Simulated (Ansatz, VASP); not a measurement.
## One calculation of MgO, two programs

```
Mg O
1.0
     2.82785    0.00000    0.00000
    -1.41392    2.44899    0.00000
     0.00000    0.00000    2.67968
Mg O
1 1
Direct
  0.00000 0.00000 0.00000
  0.33333 0.66667 0.50000
```

Change from the starting cell: strain -0.0375 x Voigt [1, 1, 0, 0, 0, 0], atoms carried along.

Alike in both runs: task single point; functional r2SCAN; k mesh 9 × 9 × 8; occupations gaussian, width 0.05 eV; no spin polarisation.

|  | VASP | Ansatz |
| --- | --- | --- |
| version | VASP 6.6.1 | Ansatz 0.2.0 |
| potentials or method | VASP PAW PBE potentials, release 64 (Mg, O), cutoff 520 eV | scalar-relativistic, plane waves, PAW |
| valence electrons in the cell | 8 | 16 |

```csv
,VASP,Ansatz,Ansatz less VASP
gap on the k mesh at the Fermi level (eV),4.24,4.26,+0.028
least direct gap on the mesh (eV),4.72,4.74,+0.025
pressure (GPa),4.7,5.8,+1.09
"traceless stress, the component that is largest in VASP (GPa)",-14.67,-14.41,+0.260
```

VASP's potentials were made for PBE, not for r2SCAN. VASP's potentials hold 8 valence electrons a cell and Ansatz's 16, so a difference there can come from the potentials and not from the codes.
